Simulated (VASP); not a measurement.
# Cr (Fd-3m) in VASP: further runs

Cr is run at these levels: PBE; tasks: single point.

Program: VASP 6.6.1. These are calculated values, not measurements. Logs are shortened: lines on timing, memory, paths and dates and some standing lists are left out, and cuts for length are marked.

### Step 1. The cell of the first run

Symmetry: Fd-3m, No. 227, cubic system. Conventional cell: a = 5.164 Å, b = 5.164 Å, c = 5.164 Å, α = 90.00°, β = 90.00°, γ = 90.00°. Within 3.0 Å of Cr (site symmetry -43m) lie 4 Cr at 2.24 Å.

This isn't the form of Cr at room conditions, which is bcc.

### Step 2. Single point, PBE

The input, INCAR:

```
SYSTEM = Cr
PREC = Accurate
ENCUT = 500
EDIFF = 1E-6
ISMEAR = -1
SIGMA = 0.06122561905347299
LREAL = .FALSE.
LASPH = .TRUE.
NELM = 120
ALGO = Normal
ISIF = 2
LWAVE = .FALSE.
LCHARG = .FALSE.
GGA = PE
NBANDS = 19
GGA_COMPAT = .FALSE.
```

The input, KPOINTS:

```
regular mesh
0
G
  37 37 37
  0 0 0
```

The input, POSCAR:

```
Cr
1.0
    0.0000000000      2.5818073589      2.5818073589
    2.5818073589      0.0000000000      2.5818073589
    2.5818073589      2.5818073589      0.0000000000
Cr
2
Direct
    0.0000000000      0.0000000000      0.0000000000
    0.2500000000      0.2500000000      0.2500000000
```

Potentials or basis: VASP PAW PBE potentials, release 64 (Cr_pv).

The run is started by

```
$ cat potpaw_PBE.64/Cr_pv/POTCAR > POTCAR
$ mpirun -np 1 vasp_std > vasp.out
```

OUTCAR:

```text
SYSTEM = Cr
   PREC = Accurate
   ENCUT = 500
   EDIFF = 1E-6
   ISMEAR = -1
   LREAL = .FALSE.
   LASPH = .TRUE.
   NELM = 120
   ISIF = 2
   GGA = PE

 ion  position               nearest neighbor table
   1  0.000  0.000  0.000-   2 2.24   2 2.24   2 2.24   2 2.24
   2  0.250  0.250  0.250-   1 2.24   1 2.24   1 2.24   1 2.24

  LATTYP: Found a face centered cubic cell.
 ALAT       =     5.1636147178

  Lattice vectors:

 A1 = (   0.0000000000,   2.5818073589,   2.5818073589)
 A2 = (   2.5818073589,   0.0000000000,   2.5818073589)
 A3 = (   2.5818073589,   2.5818073589,   0.0000000000)

Analysis of symmetry for initial positions (statically):
=====================================================================
 Subroutine PRICEL returns:
 Original cell was already a primitive cell.

 Routine SETGRP: Setting up the symmetry group for a
 face centered cubic supercell.

 Subroutine GETGRP returns: Found 48 space group operations
 (whereof 24 operations were pure point group operations)
 out of a pool of 48 trial point group operations.

The static configuration has the point symmetry T_d .
 The point group associated with its full space group is O_h .

Analysis of symmetry for dynamics (positions and initial velocities):
=====================================================================
 Subroutine PRICEL returns:
 Original cell was already a primitive cell.

 Routine SETGRP: Setting up the symmetry group for a
 face centered cubic supercell.

 Subroutine GETGRP returns: Found 48 space group operations
 (whereof 24 operations were pure point group operations)
 out of a pool of 48 trial point group operations.

The dynamic configuration has the point symmetry T_d .
 The point group associated with its full space group is O_h .

 Subroutine INISYM returns: Found 48 space group operations
 (whereof 24 operations are pure point group operations),
 and found     1 'primitive' translations

----------------------------------------------------------------------------------------

                                     Primitive cell

  volume of cell :      34.4193

  direct lattice vectors                    reciprocal lattice vectors
     0.000000000  2.581807359  2.581807359    -0.193662784  0.193662784  0.193662784
     2.581807359  0.000000000  2.581807359     0.193662784 -0.193662784  0.193662784
     2.581807359  2.581807359  0.000000000     0.193662784  0.193662784 -0.193662784

  length of vectors
     3.651226982  3.651226982  3.651226982     0.335433781  0.335433781  0.335433781

  position of ions in fractional coordinates (direct lattice)
     0.000000000  0.000000000  0.000000000
     0.250000000  0.250000000  0.250000000

  ion indices of the primitive-cell ions
   primitive index   ion index
                 1           1
                 2           2

----------------------------------------------------------------------------------------

 KPOINTS: regular mesh

Automatic generation of k-mesh.
 Grid dimensions read from file:
 generate k-points for:   37   37   37

 Generating k-lattice:

  Cartesian coordinates                     Fractional coordinates (reciprocal lattice)
    -0.005234129  0.005234129  0.005234129     0.027027027  0.000000000  0.000000000
     0.005234129 -0.005234129  0.005234129     0.000000000  0.027027027  0.000000000
     0.005234129  0.005234129 -0.005234129     0.000000000  0.000000000  0.027027027

  Length of vectors
     0.009065778  0.009065778  0.009065778

  Shift w.r.t. Gamma in fractional coordinates (k-lattice)
     0.000000000  0.000000000  0.000000000

 Subroutine IBZKPT returns following result:
 ===========================================

 Found   1330 irreducible k-points:

 Following reciprocal coordinates:
            Coordinates               Weight
  0.000000  0.000000  0.000000      1.000000
  0.027027  0.000000  0.000000      8.000000
  0.054054  0.000000  0.000000      8.000000
  0.081081  0.000000  0.000000      8.000000
  0.108108  0.000000  0.000000      8.000000
  0.135135  0.000000  0.000000      8.000000
[... 16 lines left out ...]
  0.108108  0.027027  0.000000     24.000000
  0.135135  0.027027  0.000000     24.000000
 [... further k-points ...]
   k-points           NKPTS =   1330   k-points in BZ     NKDIM =   1330   number of bands    NBANDS=     19
   number of dos      NEDOS =    301   number of ions     NIONS =      2
   total plane-waves  NPLWV =  21952
   dimension x,y,z NGX =    28 NGY =   28 NGZ =   28
   dimension x,y,z NGXF=    56 NGYF=   56 NGZF=   56
   ions per type =               2
   NGX,Y,Z   is equivalent  to a cutoff of  12.75, 12.75, 12.75 a.u.
   NGXF,Y,Z  is equivalent  to a cutoff of  25.50, 25.50, 25.50 a.u.
 SYSTEM =  Cr
   PREC   = accura    normal or accurate (medium, high low for compatibility)
   ISTART =      0    job   : 0-new  1-cont  2-samecut
   ICHARG =      2    charge: 1-file 2-atom 10-const
   ISPIN  =      1    spin polarized calculation?
   LNONCOLLINEAR =      F non collinear calculations
   LSORBIT =      F    spin-orbit coupling
   LASPH  =      T    aspherical Exc in radial PAW
   ENCUT  =  500.0 eV  36.75 Ry    6.06 a.u.   6.66  6.66  6.66*2*pi/ulx,y,z
   NELM   =    120;   NELMIN=  2; NELMDL= -5     # of ELM steps
   EDIFF  = 0.1E-05   stopping-criterion for ELM
   LREAL  =      F    real-space projection
   EDIFFG = 0.1E-04   stopping-criterion for IOM
   NSW    =      0    number of steps for IOM
   IBRION =     -1    ionic relax: 0-MD 1-quasi-New 2-CG
   NFREE  =      0    steps in history (QN), initial steepest desc. (CG)
   ISIF   =      2    stress and relaxation
   ISYM   =      2    0-nonsym 1-usesym 2-fastsym
   POTIM  = 0.5000    time-step for ionic-motion
   TEBEG  =    0.0;   TEEND  =   0.0 temperature during run
   PSTRESS=    0.0 pullay stress
   NELECT =      24.0000    total number of electrons
   NUPDOWN=      -1.0000    fix difference up-down
   EMIN   =  10.00;   EMAX   =-10.00  energy-range for DOS
   EFERMI =   0.00;   METHOD = LEGACY
   ISMEAR =    -1;   SIGMA  =   0.06  broadening in eV -4-tet -1-fermi 0-gaus
   EFERMI_NEDOS =   21; number of points for ismear=-14 and -15
   IALGO  =     38    algorithm
   IMIX   =      4    mixing-type and parameters
     AMIX     =   0.40;   BMIX     =  1.00
     AMIX_MAG =   1.60;   BMIX_MAG =  1.00
  volume/ion in A,a.u.               =      17.21       116.14
  Fermi-wavevector in a.u.,A,eV,Ry     =   1.451704  2.743323 28.673524  2.107445
  Thomas-Fermi vector in A             =   2.569171
   LORBIT       =      0    0 simple, 1 ext, 2 COOP (PROOUT), +10 PAW based schemes
   GGA     = PE    functional components
   LHFCALC =     F    Hartree Fock is set to
   AEXX    =    0.0000 exact exchange contribution
   IVDW    =     0    specifies the selected vdW correction
   LEPSILON=     F    determine dielectric tensor
   LRPA    =     F    only Hartree local field effects (RPA)
 non-spin polarized calculation
  energy-cutoff  :      500.00
  volume of cell :       34.42
 maximum number of plane-waves:       897
   NGX = 13   NGY = 13   NGZ = 13

 number of electron      23.9999979 magnetization

 Free energy of the ion-electron system (eV)
  ---------------------------------------------------
  ext. energy  EPLUGINS =         0.00000000
  ---------------------------------------------------
  free energy    TOTEN  =       -14.72915164 eV

  energy without entropy =      -14.67523183  energy(sigma->0) =      -14.70219173

 E-fermi :   5.8571     XC(G=0): -11.1262

 val. band max:        5.8565782865   @ k =  -0.3784   0.2973   0.0270
 cond. band min:       5.8571864721   @ k =   0.4865   0.1351   0.0270
 fundamental gap:      0.0006081855
 Fermi energy:         5.8571210339

 k-point     1 :       0.0000    0.0000    0.0000
  band No.  band energies     occupation
      1     -36.7663      2.00000
      2     -36.7663      2.00000
      3     -36.7663      2.00000
      4     -36.0444      2.00000
      5     -36.0444      2.00000
      6     -36.0444      2.00000
[... 11 lines left out ...]
     18      14.1785      0.00000
     19      14.1793      0.00000

 k-point     2 :       0.0270    0.0000    0.0000
  band No.  band energies     occupation
      1     -36.7670      2.00000
      2     -36.7670      2.00000
      3     -36.7663      2.00000
      4     -36.0445      2.00000
      5     -36.0437      2.00000
      6     -36.0437      2.00000
[... 11 lines left out ...]
     18      14.1785      0.00000
     19      14.1793      0.00000

 k-point     3 :       0.0541    0.0000    0.0000
  band No.  band energies     occupation
      1     -36.7690      2.00000
      2     -36.7690      2.00000
      3     -36.7663      2.00000
      4     -36.0449      2.00000
      5     -36.0416      2.00000
      6     -36.0416      2.00000
[... 11 lines left out ...]
     18      14.1785      0.00000
     19      14.1794      0.00000

 k-point     4 :       0.0811    0.0000    0.0000
  band No.  band energies     occupation
      1     -36.7723      2.00000
      2     -36.7723      2.00000
      3     -36.7663      2.00000
      4     -36.0456      2.00000
      5     -36.0382      2.00000
      6     -36.0382      2.00000
[... 11 lines left out ...]
     18      14.1785      0.00000
     19      14.1794      0.00000

 k-point     5 :       0.1081    0.0000    0.0000
  band No.  band energies     occupation
      1     -36.7768      2.00000
      2     -36.7768      2.00000
      3     -36.7663      2.00000
      4     -36.0465      2.00000
      5     -36.0337      2.00000
      6     -36.0337      2.00000
[... 11 lines left out ...]
     18      14.1784      0.00000
     19      14.1793      0.00000
[... 334 lines left out ...]
      2     -36.7698      2.00000
      3     -36.7641      2.00000
      4     -36.0470      2.00000
      5     -36.0409      2.00000
      6     -36.0405      2.00000
[... 11 lines left out ...]
     18      14.1785      0.00000
     19      14.1794      0.00000

 k-point    22 :       0.0811    0.0270    0.0000
  band No.  band energies     occupation
      1     -36.7735      2.00000
      2     -36.7726      2.00000
      3     -36.7636      2.00000
      4     -36.0480      2.00000
      5     -36.0381      2.00000
      6     -36.0371      2.00000
[... 11 lines left out ...]
     18      14.1785      0.00000
     19      14.1794      0.00000

 k-point    23 :       0.1081    0.0270    0.0000
  band No.  band energies     occupation
      1     -36.7781      2.00000
      2     -36.7764      2.00000
      3     -36.7633      2.00000
      4     -36.0491      2.00000
      5     -36.0343      2.00000
      6     -36.0325      2.00000
[... 11 lines left out ...]
     18      14.1784      0.00000
     19      14.1793      0.00000

 k-point    24 :       0.1351    0.0270    0.0000
  band No.  band energies     occupation
      1     -36.7836      2.00000
      2     -36.7813      2.00000
      3     -36.7631      2.00000
      4     -36.0503      2.00000
      5     -36.0294      2.00000
      6     -36.0269      2.00000
[... 11 lines left out ...]
     18      14.1783      0.00000
     19      14.1793      0.00000

 [... further k-points ...]

------------------------ aborting loop because EDIFF is reached ----------------------------------------

  FORCE on cell =-STRESS in cart. coord.  units (eV):
  Direction    XX          YY          ZZ          XY          YZ          ZX
  --------------------------------------------------------------------------------------
  -------------------------------------------------------------------------------------
  Total       -0.8011540     -0.8011540     -0.8011540      0.0000000      0.0000000      0.0000000
  in kB      -37.2928077    -37.2928077    -37.2928077      0.0000000      0.0000000      0.0000000
  external PRESSURE =     -37.2928077 kB  Pullay stress =       0.0000000 kB

 VOLUME and BASIS-vectors are now :
 -----------------------------------------------------------------------------
  energy-cutoff  :      500.00
  volume of cell :       34.42
      direct lattice vectors                 reciprocal lattice vectors
     0.000000000  2.581807359  2.581807359    -0.193662784  0.193662784  0.193662784
     2.581807359  0.000000000  2.581807359     0.193662784 -0.193662784  0.193662784
     2.581807359  2.581807359  0.000000000     0.193662784  0.193662784 -0.193662784

 POSITION                                       TOTAL-FORCE (eV/Angst)
 -----------------------------------------------------------------------------------
      0.00000      0.00000      0.00000         0.000000      0.000000     -0.000000
      1.29090      1.29090      1.29090        -0.000000     -0.000000      0.000000
 -----------------------------------------------------------------------------------
    total drift:                                0.000000      0.000000      0.000000

  FREE ENERGIE OF THE ION-ELECTRON SYSTEM (eV)
  ---------------------------------------------------
  free  energy   TOTEN  =       -14.7291516426 eV

  energy  without entropy=      -14.6752318273  energy(sigma->0) =      -14.70219173
```

Wall time 14 min (1 thread of Oxide Virtual Turin-like, shared host); peak memory 0.67 GiB.

Results:

* Free energy: -14.7292 eV
* Pressure: -3.7 GPa
* Band gap on the k mesh: zero (bands 12 and 13 overlap by 0.60 eV)

Levels at points of the mesh, in eV from the Fermi level:
| k point | band 9 | band 10 | band 11 | band 12 | band 13 | band 14 | band 15 | band 16 |
| --- | --- | --- | --- | --- | --- | --- | --- | --- |
| (0.00, 0.00, 0.00) | -1.41 | -1.00 | -1.00 | -1.00 | 1.04 | 1.04 | 1.04 | 2.99 |

Caveat: the cell stands under tension; the run has no spin polarisation, though such a crystal can be magnetic.

### Step 3. Single point, PBE

This run uses another cell than the first one, of 15.89 Å³/atom.

The input, INCAR:

```
PREC = Accurate
ENCUT = 500
EDIFF = 1E-6
ISMEAR = -1
SIGMA = 0.06122561905347299
LREAL = F
LASPH = T
NELM = 120
ALGO = Normal
ISIF = 2
LWAVE = F
LCHARG = F
GGA = PE
NBANDS = 19
GGA_COMPAT = F
```

The input, KPOINTS:

```
regular mesh
0
Gamma
  37 37 37
```

The input, POSCAR:

```
Cr
1.0
    0.0000000000      2.5138332460      2.5138332460
    2.5138332460      0.0000000000      2.5138332460
    2.5138332460      2.5138332460      0.0000000000
Cr
2
Direct
    0.0000000000      0.0000000000      0.0000000000
    0.2500000000      0.2500000000      0.2500000000
```

Potentials or basis: VASP PAW PBE potentials, release 64 (Cr_pv).

The run is started by

```
$ cat potpaw_PBE.64/Cr_pv/POTCAR > POTCAR
$ mpirun -np 1 vasp_std > vasp.out
```

Wall time 8.3 min (1 thread of Oxide Virtual Turin-like, shared host); peak memory 0.65 GiB.

Results (log left out):

| Item | Value |
| --- | --- |
| Free energy | -14.7233 eV |
| Pressure | 4.7 GPa |
| Band gap on the k mesh | zero (bands 12 and 13 overlap by 0.62 eV) |

Levels at points of the mesh, in eV from the Fermi level:
```
           k point  band 10  band 11  band 12  band 13  band 14  band 15
(0.00, 0.00, 0.00)    -1.11    -1.11    -1.11     1.10     1.10     1.10
```

Caveat: the cell stands under pressure; the run has no spin polarisation, though such a crystal can be magnetic.

### Step 4. Single point, PBE

This run uses another cell than the first one, of 15.55 Å³/atom.

The input, INCAR:

```
ALGO = Normal
EDIFF = 1E-6
ENCUT = 500
GGA = PE
GGA_COMPAT = False
ISIF = 2
ISMEAR = -1
LASPH = True
LCHARG = False
LREAL = False
LWAVE = False
NBANDS = 19
NELM = 120
PREC = Accurate
SIGMA = 0.06122561905347299
```

The input, KPOINTS:

```
k-points
0
Gamma
  37 37 37
```

The input, POSCAR:

```
Cr
1.0
    0.0000000000      2.4962534174      2.4962534174
    2.4962534174      0.0000000000      2.4962534174
    2.4962534174      2.4962534174      0.0000000000
Cr
2
Direct
    0.0000000000      0.0000000000      0.0000000000
    0.2500000000      0.2500000000      0.2500000000
```

The run is started by

```
$ cat potpaw_PBE.64/Cr_pv/POTCAR > POTCAR
$ mpirun -np 1 vasp_std > vasp.out
```

It took 11 min on 1 thread of Oxide Virtual Turin-like, shared host; peak memory 0.62 GiB.

Results (log left out):

```yaml
Free_energy: -14.6978 eV
Pressure: 7.4 GPa
Band_gap_on_the_k_mesh: zero (bands 12 and 13 overlap by 0.63 eV)
```

Levels at points of the mesh, in eV from the Fermi level:
```tsv
k point	band 10	band 11	band 12	band 13	band 14	band 15
(0.00, 0.00, 0.00)	-1.14	-1.14	-1.14	1.12	1.12	1.12
```

Caveat: the cell stands under pressure; the run has no spin polarisation, though such a crystal can be magnetic. Spin polarisation is off, so any magnetic state and its effect on volume and gap are missing.

### Step 5. Single point, PBE

This run uses another cell than the first one, of 16.55 Å³/atom.

The input, INCAR:

```
SYSTEM = Cr
PREC = Accurate ; ENCUT = 500
EDIFF = 1E-6 ; ISMEAR = -1
SIGMA = 0.06122561905347299 ; LREAL = .FALSE.
LASPH = .TRUE. ; NELM = 120
ALGO = Normal ; ISIF = 2
LWAVE = .FALSE. ; LCHARG = .FALSE.
GGA = PE ; NBANDS = 19
GGA_COMPAT = .FALSE.
```

The input, KPOINTS:

```
Automatic mesh
0
G
  37 37 37
  0 0 0
```

The input, POSCAR:

```
Cr
1.0
    0.0000000000      2.5482735976      2.5482735976
    2.5482735976      0.0000000000      2.5482735976
    2.5482735976      2.5482735976      0.0000000000
Cr
2
Direct
    0.0000000000      0.0000000000      0.0000000000
    0.2500000000      0.2500000000      0.2500000000
```

The run is started by

```
$ cat potpaw_PBE.64/Cr_pv/POTCAR > POTCAR
$ mpirun -np 1 vasp_std > vasp.out
```

Wall time 12 min (1 thread of Oxide Virtual Turin-like, shared host); peak memory 0.65 GiB.

It converged, with:

```yaml
Free_energy: -14.7436 eV
Pressure: 0.1 GPa
Band_gap_on_the_k_mesh: zero (bands 12 and 13 overlap by 0.61 eV)
```

Levels at points of the mesh, in eV from the Fermi level:
| k point | band 8 | band 9 | band 10 | band 11 | band 12 | band 13 | band 14 | band 15 | band 16 | band 17 |
| --- | --- | --- | --- | --- | --- | --- | --- | --- | --- | --- |
| (0.00, 0.00, 0.00) | -1.52 | -1.52 | -1.05 | -1.05 | -1.05 | 1.07 | 1.07 | 1.07 | 3.13 | 3.13 |

Caveat: the run has no spin polarisation, though such a crystal can be magnetic. Spin polarisation is off, so any magnetic state and its effect on volume and gap are missing.

### Step 6. Summary

| cell | gap on the mesh (eV) | pressure (GPa) |
| --- | --- | --- |
| a = 3.651 Å, angles 60.0°, 2 atoms | none | -3.7 |
| a = 3.555 Å, angles 60.0°, 2 atoms | none | 4.7 |
| a = 3.530 Å, angles 60.0°, 2 atoms | none | 7.4 |
| a = 3.604 Å, angles 60.0°, 2 atoms | none | 0.1 |

Alike in all rows: task single point; level PBE; potentials or basis VASP PAW PBE potentials, release 64 (Cr_pv); no spin polarisation; k mesh 37 × 37 × 37; cutoff (eV) 500; smearing fermi-dirac 0.0612256 eV.

Caveats: the run has no spin polarisation, though such a crystal can be magnetic; the cell stands under pressure (at least some runs); the cell stands under tension (at least some runs).

Absolute energies hang on the potentials; compare differences alone.
